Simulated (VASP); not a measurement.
Here is a VASP 6.6.1 calculation.

File INCAR:

```
SYSTEM = W
PREC = Accurate
ENCUT = 520
EDIFF = 1E-6
ISMEAR = -1
SIGMA = 0.1
LREAL = .False.
LASPH = .True.
NELM = 60
ALGO = Normal
ISIF = 2
LWAVE = .False.
LCHARG = .False.
GGA = RP
NBANDS = 13
```

Contents of KPOINTS:

```
Automatic mesh
0
Gamma
  15 15 15
  0 0 0
```

The input POSCAR:

```
W
1.0
    0.0000000000      2.1057342257      2.1057342257
    2.1057342257      0.0000000000      2.1057342257
    2.1057342257      2.1057342257      0.0000000000
W
1
Direct
    0.0000000000      0.0000000000      0.0000000000
```

Potentials or basis: VASP PAW PBE potentials, release 64 (W_sv).

Run with:

```console
$ cat potpaw_PBE.64/W_sv/POTCAR > POTCAR
$ mpirun -np 1 vasp_std > vasp.out
```

Estimate the band gap on the k mesh.

zero (bands 7 and 8 overlap by 2.66 eV).

Predict the pressure.

-24.4 GPa.

Caveat: the cell stands under tension; the PAW data sets were made with another functional, which shifts forces and pressure a little; spin-orbit coupling is left out, which moves the levels of the heavy elements.
